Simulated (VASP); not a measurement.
Write the native input for VASP 6.6.1 that does the following.

* Task: relaxation of shape and atoms at fixed volume
* Functional: PBE
* Potentials or basis: VASP PAW PBE potentials, release 64 (Al, N)
* Cutoff: 600 eV
* k mesh: 12 × 12 × 6
* Occupations: gaussian, width 0.02 eV
* Spin: no spin polarisation
* Dipole correction: no
* Further INCAR settings: ALGO = Normal; EDIFF = 1e-07; IBRION = 2; EDIFFG = -0.01; NSW = 50; ISIF = 4

The structure of AlN lies in POSCAR:

```
AlN
1.0
    3.1612414842      0.0000000000      0.0000000000
   -1.5806207421      2.7377154329      0.0000000000
    0.0000000000      0.0000000000      5.0676789936
Al N
2 2
Direct
    0.3333333333      0.6666666667     -0.0007707949
    0.6666666667      0.3333333333      0.4992292051
    0.3333333333      0.6666666667      0.3807707949
    0.6666666667      0.3333333333      0.8807707949
```

The input as run:

INCAR

```
PREC     = Accurate       # precision mode
ENCUT    = 600            # plane-wave cutoff, eV
EDIFF    = 1E-7           # SCF threshold, eV
ISMEAR   = 0              # smearing method
SIGMA    = 0.02           # smearing width, eV
LREAL    = False          # projectors in reciprocal space
LASPH    = True           # aspherical terms in the spheres
NELM     = 60             # most SCF steps
ALGO     = Normal         # electronic algorithm
ISIF     = 4              # what is computed and relaxed
LWAVE    = False          # write WAVECAR
LCHARG   = False          # write CHGCAR
GGA      = PE             # functional
IBRION   = 2              # ionic algorithm
NSW      = 50             # ionic steps
EDIFFG   = -0.01          # ionic threshold
```

KPOINTS

```
Automatic mesh
0
Gamma
  12 12 6
```

Potentials or basis: VASP PAW PBE potentials, release 64 (Al, N).

Command:

```bash
$ cat potpaw_PBE.64/Al/POTCAR potpaw_PBE.64/N/POTCAR > POTCAR
$ mpirun -np 1 vasp_std > vasp.out
```

It gave:

```
Energy gained by relaxing    : 0.0 meV/atom
Ionic steps                  : 4
Pressure after relaxing      : -5.8 GPa
Largest force after relaxing : 0.005 eV/Å
Band gap on the k mesh       : 3.80 eV
```

It took 3 min on 1 thread of Intel Xeon 8259CL, with other jobs on the host, peak memory 0.2 GiB.
